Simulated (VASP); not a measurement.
# NiGe3 (Pm-3m) in VASP: further runs, part 2 of 2

VASP 6.6.1. Earlier steps stand in the parts before.

### Step 4. Relaxation of cell and atoms, PBE, collinear spin, ferromagnetic start

File INCAR:

```
SYSTEM = NiGe3
ALGO = Normal ; EDIFF = 1E-6
EDIFFG = -0.04 ; ENCUT = 600
GGA = PE ; IBRION = 2
ISIF = 3 ; ISMEAR = 0
ISPIN = 2 ; LASPH = .TRUE.
LCHARG = .FALSE. ; LMAXMIX = 4
LORBIT = 11 ; LREAL = .FALSE.
LWAVE = .FALSE. ; MAGMOM = 2 0 0 0
NELM = 150 ; NSW = 90
PREC = Accurate ; SIGMA = 0.1
```

File KPOINTS:

```
k-points
0
G
  4 4 4
  0 0 0
```

File POSCAR:

```
NiGe3
1.0
    3.8817329200      0.0000000000      0.0000000000
    0.0000000000      3.8817329200      0.0000000000
    0.0000000000      0.0000000000      3.8817329200
Ni Ge
1 3
Direct
    0.0000000000      0.0000000000      0.0000000000
    0.0000000000      0.5000000000      0.5000000000
    0.5000000000      0.0000000000      0.5000000000
    0.5000000000      0.5000000000      0.0000000000
```

Potentials or basis: VASP PAW PBE potentials, release 64 (Ni, Ge_d).

Command:

```console
$ cat potpaw_PBE.64/Ni/POTCAR potpaw_PBE.64/Ge_d/POTCAR > POTCAR
$ mpirun -np 1 vasp_std > vasp.out
```

OUTCAR:

```text
SYSTEM = NiGe3
   EDIFF = 1E-6
   EDIFFG = -0.04
   ENCUT = 600
   GGA = PE
   IBRION = 2
   ISIF = 3
   ISMEAR = 0
   ISPIN = 2
   LASPH = .TRUE.
   LORBIT = 11
   LREAL = .FALSE.
   NELM = 150
   NSW = 90
   PREC = Accurate

 ion  position               nearest neighbor table
   1  0.000  0.000  0.000-   2 2.74   3 2.74   4 2.74   2 2.74   3 2.74   2 2.74   4 2.74   2 2.74
                             3 2.74   4 2.74   3 2.74   4 2.74
   2  0.000  0.500  0.500-   1 2.74   3 2.74   4 2.74   1 2.74   4 2.74   1 2.74   3 2.74   1 2.74
                             3 2.74   4 2.74   4 2.74   3 2.74
   3  0.500  0.000  0.500-   1 2.74   2 2.74   4 2.74   1 2.74   4 2.74   2 2.74   4 2.74   4 2.74
                             1 2.74   2 2.74   1 2.74   2 2.74
   4  0.500  0.500  0.000-   1 2.74   2 2.74   3 2.74   2 2.74   3 2.74   1 2.74   3 2.74   3 2.74
                             1 2.74   2 2.74   2 2.74   1 2.74

  LATTYP: Found a simple cubic cell.
 ALAT       =     3.8817329200

  Lattice vectors:

 A1 = (   3.8817329200,   0.0000000000,   0.0000000000)
 A2 = (   0.0000000000,   3.8817329200,   0.0000000000)
 A3 = (   0.0000000000,   0.0000000000,   3.8817329200)

Analysis of symmetry for initial positions (statically):
=====================================================================
 Subroutine PRICEL returns:
 Original cell was already a primitive cell.

 Routine SETGRP: Setting up the symmetry group for a
 simple cubic supercell.

 Subroutine GETGRP returns: Found 48 space group operations
 (whereof 48 operations were pure point group operations)
 out of a pool of 48 trial point group operations.

The static configuration has the point symmetry O_h .

Analysis of symmetry for dynamics (positions and initial velocities):
=====================================================================
 Subroutine PRICEL returns:
 Original cell was already a primitive cell.

 Routine SETGRP: Setting up the symmetry group for a
 simple cubic supercell.

 Subroutine GETGRP returns: Found 48 space group operations
 (whereof 48 operations were pure point group operations)
 out of a pool of 48 trial point group operations.

[... 144 lines left out ...]

 number of electron      52.0000068 magnetization      -0.0622759

 number of electron      52.0000067 magnetization       0.2421991

 Free energy of the ion-electron system (eV)
  ---------------------------------------------------
  ext. energy  EPLUGINS =         0.00000000
  ---------------------------------------------------
  free energy    TOTEN  =       -17.64236715 eV

  energy without entropy =      -17.62166011  energy(sigma->0) =      -17.63201363

------------------------ aborting loop because EDIFF is reached ----------------------------------------

  FORCE on cell =-STRESS in cart. coord.  units (eV):
  Direction    XX          YY          ZZ          XY          YZ          ZX
  --------------------------------------------------------------------------------------
  -------------------------------------------------------------------------------------
  Total        4.7718593      4.7718593      4.7718593     -0.0000000     -0.0000000     -0.0000000
  in kB      130.7137467    130.7137467    130.7137467     -0.0000000     -0.0000000     -0.0000000
  external PRESSURE =     130.7137467 kB  Pullay stress =       0.0000000 kB
[... 65 lines left out ...]
--------------------------------------- Ionic step        3  -------------------------------------------

 number of electron      51.9999962 magnetization      -0.0094809

 Free energy of the ion-electron system (eV)
  ---------------------------------------------------
  ext. energy  EPLUGINS =         0.00000000
  ---------------------------------------------------
  free energy    TOTEN  =       -17.88947423 eV

  energy without entropy =      -17.86412681  energy(sigma->0) =      -17.87680052

 E-fermi :   7.6485     XC(G=0): -11.7983

 val. band max:        7.6258439761   @ k =   0.5000   0.2500   0.0000
 cond. band min:       7.6783560398   @ k =   0.2500   0.2500   0.0000
 fundamental gap:      0.0525120637
 Fermi energy:         7.6485428382

 spin component 1

 k-point     1 :       0.0000    0.0000    0.0000
  band No.  band energies     occupation
      1     -17.2120      1.00000
      2     -17.2120      1.00000
      3     -17.2120      1.00000
      4     -17.2021      1.00000
      5     -17.1300      1.00000
      6     -17.1300      1.00000
[... 339 lines left out ...]
     31      16.1408      0.00000
     32      16.1408      0.00000
 Fermi energy:         7.6485428382

 spin component 2

 k-point     1 :       0.0000    0.0000    0.0000
  band No.  band energies     occupation
      1     -17.2122      1.00000
      2     -17.2122      1.00000
      3     -17.2122      1.00000
      4     -17.2024      1.00000
      5     -17.1300      1.00000
      6     -17.1300      1.00000
[... 370 lines left out ...]
  FREE ENERGIE OF THE ION-ELECTRON SYSTEM (eV)
  ---------------------------------------------------
  free  energy   TOTEN  =       -17.8894742314 eV

  energy  without entropy=      -17.8641268053  energy(sigma->0) =      -17.87680052

 reached required accuracy - stopping structural energy minimisation

 total charge

# of ion       s       p       d       tot
------------------------------------------
    1        0.367   0.259   8.445   9.070
    2        1.238   0.958  10.044  12.240
    3        1.238   0.958  10.044  12.240
    4        1.238   0.958  10.044  12.240
--------------------------------------------------
tot          4.081   3.132  38.577  45.790

 magnetization (x)

# of ion       s       p       d       tot
------------------------------------------
    1        0.000  -0.000  -0.006  -0.006
    2       -0.000  -0.001  -0.000  -0.001
    3       -0.000  -0.001  -0.000  -0.001
    4       -0.000  -0.001  -0.000  -0.001
--------------------------------------------------
tot         -0.000  -0.002  -0.006  -0.009
```

OSZICAR:

```text
N       E                     dE             d eps       ncg     rms          rms(c)
DAV:   1     0.447320186139E+03    0.44732E+03   -0.26762E+04  1528   0.502E+03
DAV:   2     0.565233500329E+02   -0.39080E+03   -0.37935E+03  1280   0.866E+02
DAV:   3    -0.151176082001E+02   -0.71641E+02   -0.70223E+02  1448   0.222E+02
[... 46 lines left out ...]
DAV:   7    -0.178894699151E+02    0.32180E-02   -0.11377E-02  1584   0.118E+00    0.920E-02
DAV:   8    -0.178895181651E+02   -0.48250E-04   -0.13084E-03  1288   0.220E-01    0.396E-02
DAV:   9    -0.178894751949E+02    0.42970E-04   -0.68883E-05  1560   0.117E-01    0.133E-02
DAV:  10    -0.178894736953E+02    0.14996E-05   -0.61847E-06  1248   0.292E-02    0.616E-03
DAV:  11    -0.178894742314E+02   -0.53607E-06   -0.56613E-07   640   0.973E-03
   3 F= -.17889474E+02 E0= -.17876801E+02  d E =-.247107E+00  mag=    -0.0093
```

It took 5.1 min on 1 thread of Intel Xeon 8259CL, shared host; peak memory 0.22 GiB.

What came out:

```yaml
Free_energy: -17.8895 eV
Relaxed_volume: 16.32 Å³/atom
Relaxed_cell: a = 4.026 Å, b = 4.026 Å, c = 4.026 Å, α = 90.00°, β = 90.00°, γ = 90.00°
Space_group_after_relaxing_to_0.1_Å: Pm-3m (No. 221)
Energy_gained_by_relaxing: 61.8 meV/atom
Ionic_steps: 3
Pressure_after_relaxing: 0.0 GPa
Band_gap_on_the_k_mesh: zero (filled and empty bands overlap)
Net_moment: -0.01 μB per cell
Valence_electrons_inside_the_program's_atomic_spheres: Ni 9.07; Ge 12.24
```

The path:
```tsv
step	energy change (eV)	largest force (eV/Å)	pressure (GPa)	volume (Å³)
1	0.0000	0.0000	13.07	58.49
2	-0.1905	0.0000	-4.32	69.18
3	-0.2471	0.0000	0.02	65.27
```

Final structure:
```xyz
4
Lattice="4.0262 0.0000 0.0000 0.0000 4.0262 0.0000 0.0000 0.0000 4.0262" Properties=species:S:1:pos:R:3 pbc="T T T"
Ni    0.0000    0.0000    0.0000
Ge    0.0000    2.0131    2.0131
Ge    2.0131    0.0000    2.0131
Ge    2.0131    2.0131    0.0000
```

Caveat: the k points lie up to 0.39 Å⁻¹ apart in the final cell, too coarse for converged energies and pressures of a metal; the moments typed at the start vanished in this run.

The gap in the log of VASP goes by the Fermi energy; the results here count the filled bands.